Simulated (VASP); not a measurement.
# KF (Fm-3m) in VASP: single point with LDA

Aim: the single point of KF with LDA.

Everything below comes from runs of VASP 6.6.1. Logs are shortened: lines on timing, memory, paths and dates and some standing lists are left out, and cuts for length are marked.

**1. The cell of the first run**

It takes space group Fm-3m (No. 225, cubic). The conventional cell has a = 5.344 Å, b = 5.344 Å, c = 5.344 Å, α = 90.00°, β = 90.00°, γ = 90.00°. K (site symmetry m-3m) has 6 F at 2.67 Å within 3.5 Å. F (site symmetry m-3m) has 6 K at 2.67 Å within 3.5 Å.

**2. Single point, LDA**

Contents of INCAR:

```
ALGO = Normal ; EDIFF = 1E-6
ENCUT = 600 ; GGA = CA
GGA_COMPAT = F ; ISIF = 2
ISMEAR = 0 ; LASPH = T
LCHARG = F ; LREAL = F
LWAVE = F ; NBANDS = 15
NELM = 120 ; PREC = Accurate
SIGMA = 0.01
```

Contents of KPOINTS:

```
k-points
0
Gamma
  6 6 6
```

Contents of POSCAR:

```
KF
1.0
    0.0000000000      2.6718500000      2.6718500000
    2.6718500000      0.0000000000      2.6718500000
    2.6718500000      2.6718500000      0.0000000000
K F
1 1
Direct
    0.0000000000      0.0000000000      0.0000000000
    0.5000000000      0.5000000000      0.5000000000
```

Potentials or basis: VASP PAW LDA potentials, release 64 (K_sv, F).

Command:

```bash
> cat potpaw_LDA.64/K_sv/POTCAR potpaw_LDA.64/F/POTCAR > POTCAR
> mpirun -np 1 vasp_std > vasp.out
```

OUTCAR:

```text
EDIFF = 1E-6
   ENCUT = 600
   GGA = CA
   ISIF = 2
   ISMEAR = 0
   LASPH = T
   LREAL = F
   NELM = 120
   PREC = Accurate

 ion  position               nearest neighbor table
   1  0.000  0.000  0.000-   2 2.67   2 2.67   2 2.67   2 2.67   2 2.67   2 2.67
   2  0.500  0.500  0.500-   1 2.67   1 2.67   1 2.67   1 2.67   1 2.67   1 2.67

  LATTYP: Found a face centered cubic cell.
 ALAT       =     5.3437000000

  Lattice vectors:

 A1 = (   0.0000000000,   2.6718500000,   2.6718500000)
 A2 = (   2.6718500000,   0.0000000000,   2.6718500000)
 A3 = (   2.6718500000,   2.6718500000,   0.0000000000)

Analysis of symmetry for initial positions (statically):
=====================================================================
 Subroutine PRICEL returns:
 Original cell was already a primitive cell.

 Routine SETGRP: Setting up the symmetry group for a
 face centered cubic supercell.

 Subroutine GETGRP returns: Found 48 space group operations
 (whereof 48 operations were pure point group operations)
 out of a pool of 48 trial point group operations.

The static configuration has the point symmetry O_h .

Analysis of symmetry for dynamics (positions and initial velocities):
=====================================================================
 Subroutine PRICEL returns:
 Original cell was already a primitive cell.

 Routine SETGRP: Setting up the symmetry group for a
 face centered cubic supercell.

 Subroutine GETGRP returns: Found 48 space group operations
 (whereof 48 operations were pure point group operations)
 out of a pool of 48 trial point group operations.

The dynamic configuration has the point symmetry O_h .

 Subroutine INISYM returns: Found 48 space group operations
 (whereof 48 operations are pure point group operations),
 and found     1 'primitive' translations

----------------------------------------------------------------------------------------

                                     Primitive cell

  volume of cell :      38.1475

  direct lattice vectors                    reciprocal lattice vectors
     0.000000000  2.671850000  2.671850000    -0.187136254  0.187136254  0.187136254
     2.671850000  0.000000000  2.671850000     0.187136254 -0.187136254  0.187136254
     2.671850000  2.671850000  0.000000000     0.187136254  0.187136254 -0.187136254

  length of vectors
     3.778566507  3.778566507  3.778566507     0.324129500  0.324129500  0.324129500
[... 80 lines left out ...]
   POTIM  = 0.5000    time-step for ionic-motion
   TEBEG  =    0.0;   TEEND  =   0.0 temperature during run
   PSTRESS=    0.0 pullay stress
   NELECT =      16.0000    total number of electrons
   NUPDOWN=      -1.0000    fix difference up-down
   EMIN   =  10.00;   EMAX   =-10.00  energy-range for DOS
   EFERMI =   0.00;   METHOD = LEGACY
   ISMEAR =     0;   SIGMA  =   0.01  broadening in eV -4-tet -1-fermi 0-gaus
   EFERMI_NEDOS =   21; number of points for ismear=-14 and -15
   IALGO  =     38    algorithm
   IMIX   =      4    mixing-type and parameters
     AMIX     =   0.40;   BMIX     =  1.00
     AMIX_MAG =   1.60;   BMIX_MAG =  1.00
  volume/ion in A,a.u.               =      19.07       128.72
  Fermi-wavevector in a.u.,A,eV,Ry     =   1.225442  2.315750 20.431978  1.501708
  Thomas-Fermi vector in A             =   2.360480
   LORBIT       =      0    0 simple, 1 ext, 2 COOP (PROOUT), +10 PAW based schemes
   GGA     = CA    functional components
   LHFCALC =     F    Hartree Fock is set to
   AEXX    =    0.0000 exact exchange contribution
   IVDW    =     0    specifies the selected vdW correction
   LEPSILON=     F    determine dielectric tensor
   LRPA    =     F    only Hartree local field effects (RPA)
 non-spin polarized calculation
 Gauss-broadening in eV      SIGMA  =   0.01
  energy-cutoff  :      600.00
  volume of cell :       38.15
 maximum number of plane-waves:      1303
   NGX = 15   NGY = 15   NGZ = 15

 number of electron      15.9999997 magnetization

 Free energy of the ion-electron system (eV)
  ---------------------------------------------------
  ext. energy  EPLUGINS =         0.00000000
  ---------------------------------------------------
  free energy    TOTEN  =        -9.03607252 eV

  energy without entropy =       -9.03607252  energy(sigma->0) =       -9.03607252

 E-fermi :  -3.1537     XC(G=0):  -9.1219

 val. band max:       -3.2341549907   @ k =   0.0000   0.0000   0.0000
 cond. band min:       2.5594796973   @ k =   0.0000   0.0000   0.0000
 fundamental gap:      5.7936346880
 Fermi energy:        -3.1537386903

 k-point     1 :       0.0000    0.0000    0.0000
  band No.  band energies     occupation
      1     -28.8636      2.00000
      2     -21.4515      2.00000
      3     -12.3363      2.00000
      4     -12.3363      2.00000
      5     -12.3363      2.00000
      6      -3.2342      2.00000
      7      -3.2342      2.00000
      8      -3.2342      2.00000
      9       2.5595      0.00000
     10       7.2822      0.00000
     11       7.2822      0.00000
     12       7.2822      0.00000
     13       9.0151      0.00000
     14       9.0151      0.00000
[... 257 lines left out ...]
      2     -21.4904      2.00000
      3     -12.8521      2.00000
      4     -12.6622      2.00000
      5     -12.4631      2.00000
      6      -3.5693      2.00000
      7      -3.4314      2.00000
      8      -3.3554      2.00000
      9       5.4194      0.00000
     10       7.0785      0.00000
     11       7.5478      0.00000
     12      10.1936      0.00000
     13      11.0524      0.00000
     14      11.5835      0.00000
     15      11.9727      0.00000

------------------------ aborting loop because EDIFF is reached ----------------------------------------

  FORCE on cell =-STRESS in cart. coord.  units (eV):
  Direction    XX          YY          ZZ          XY          YZ          ZX
  --------------------------------------------------------------------------------------
  -------------------------------------------------------------------------------------
  Total       -0.8200340     -0.8200340     -0.8200340     -0.0000000     -0.0000000      0.0000000
  in kB      -34.4410361    -34.4410361    -34.4410361     -0.0000000     -0.0000000      0.0000000
  external PRESSURE =     -34.4410361 kB  Pullay stress =       0.0000000 kB

 VOLUME and BASIS-vectors are now :
 -----------------------------------------------------------------------------
  energy-cutoff  :      600.00
  volume of cell :       38.15
      direct lattice vectors                 reciprocal lattice vectors
     0.000000000  2.671850000  2.671850000    -0.187136254  0.187136254  0.187136254
     2.671850000  0.000000000  2.671850000     0.187136254 -0.187136254  0.187136254
     2.671850000  2.671850000  0.000000000     0.187136254  0.187136254 -0.187136254

 POSITION                                       TOTAL-FORCE (eV/Angst)
 -----------------------------------------------------------------------------------
      0.00000      0.00000      0.00000         0.000000      0.000000      0.000000
      2.67185      2.67185      2.67185         0.000000      0.000000     -0.000000
 -----------------------------------------------------------------------------------
    total drift:                                0.000000      0.000000      0.000000

  FREE ENERGIE OF THE ION-ELECTRON SYSTEM (eV)
  ---------------------------------------------------
  free  energy   TOTEN  =        -9.0360725158 eV

  energy  without entropy=       -9.0360725158  energy(sigma->0) =       -9.03607252
```

OSZICAR:

```text
N       E                     dE             d eps       ncg     rms          rms(c)
DAV:   1     0.125172512395E+03    0.12517E+03   -0.88797E+03   480   0.116E+03
DAV:   2    -0.456293282514E+01   -0.12974E+03   -0.11368E+03   614   0.299E+02
DAV:   3    -0.100684327578E+02   -0.55055E+01   -0.54683E+01   641   0.572E+01
DAV:   4    -0.102381237576E+02   -0.16969E+00   -0.16967E+00   634   0.939E+00
DAV:   5    -0.102399835337E+02   -0.18598E-02   -0.18597E-02   643   0.896E-01    0.606E+00
DAV:   6    -0.911854591581E+01    0.11214E+01   -0.32079E+00   487   0.145E+01    0.404E+00
DAV:   7    -0.906441724865E+01    0.54129E-01   -0.83891E-02   592   0.224E+00    0.240E+00
DAV:   8    -0.903593958458E+01    0.28478E-01   -0.49956E-02   564   0.218E+00    0.214E-01
DAV:   9    -0.903591270288E+01    0.26882E-04   -0.28663E-03   557   0.474E-01    0.990E-02
DAV:  10    -0.903606863087E+01   -0.15593E-03   -0.26201E-04   617   0.168E-01    0.511E-02
DAV:  11    -0.903607420817E+01   -0.55773E-05   -0.46280E-05   612   0.768E-02    0.142E-02
DAV:  12    -0.903607239375E+01    0.18144E-05   -0.60403E-06   605   0.283E-02    0.246E-03
DAV:  13    -0.903607251575E+01   -0.12200E-06   -0.35781E-07   464   0.554E-03
   1 F= -.90360725E+01 E0= -.90360725E+01  d E =-.644284E-32
```

stdout:

```text
POSCAR found type information on POSCAR K F
 POSCAR found :  2 types and       2 ions
 scaLAPACK will be used
 LDA part: xc-table for (Slater(with rela. corr.)+CA(PZ))
 , standard interpolation
 POSCAR, INCAR and KPOINTS ok, starting setup
 FFT: planning ... GRIDC
 FFT: planning ... GRID_SOFT
 FFT: planning ... GRID
 WAVECAR not read
 entering main loop
```

Run time: 9.8 s. Hardware: 1 thread of Intel Xeon Platinum 8259CL at 2.50GHz (Skylake/Cascade Lake), shared host; peak memory 0.15 GiB.

What came out:

```yaml
Free_energy: -9.0361 eV
Pressure: -3.4 GPa
Band_gap_on_the_k_mesh: 5.79 eV
```

Caveat: the cell stands under tension.
